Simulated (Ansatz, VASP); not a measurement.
## Two plane-wave programs on Au

```xyz
8
Lattice="5.2790 0.0000 0.0000 0.0000 5.2790 0.0000 0.0000 0.0000 5.2790" Properties=species:S:1:pos:R:3 pbc="T T T"
Au    2.6395    2.6395    2.6395
Au    0.0000    0.0000    0.0000
Au    1.3198    0.0000    2.6395
Au    2.6395    1.3198    0.0000
Au    2.6395    3.9593    0.0000
Au    3.9593    0.0000    2.6395
Au    0.0000    2.6395    3.9593
Au    0.0000    2.6395    1.3198
```

Alike in both runs: task relaxation of cell and atoms; functional PBEsol; k mesh 4 × 4 × 4; occupations gaussian, width 0.1 eV; no spin polarisation.

```csv
,VASP,Ansatz
version,VASP 6.6.1,Ansatz 0.2.0
potentials or method,"VASP PAW PBE potentials, release 64 (Au), cutoff 600 eV","scalar-relativistic, plane waves, PAW"
valence electrons in the cell,88,152
```

Ansatz gave:

```
gap on the k mesh at the Fermi level, each at its own relaxed structure (eV) : none
relaxed volume (Å³/atom)                                                     : 17.57
relaxed length of the cell vector where the two differ most in proportion (Å)              : 5.199
```

Task: Which values does VASP return?

Result: gap on the k mesh at the Fermi level, each at its own relaxed structure (eV): none; relaxed volume (Å³/atom): 17.56; relaxed length of the cell vector where the two differ most in proportion (Å): 5.199.

VASP's potentials were made for PBE, not for PBEsol. A gap of «none» marks a metal or a gap that the smearing closes. VASP's potentials hold 88 valence electrons a cell and Ansatz's 152, so a difference there can come from the potentials and not from the codes.

Spin-orbit coupling is off throughout.
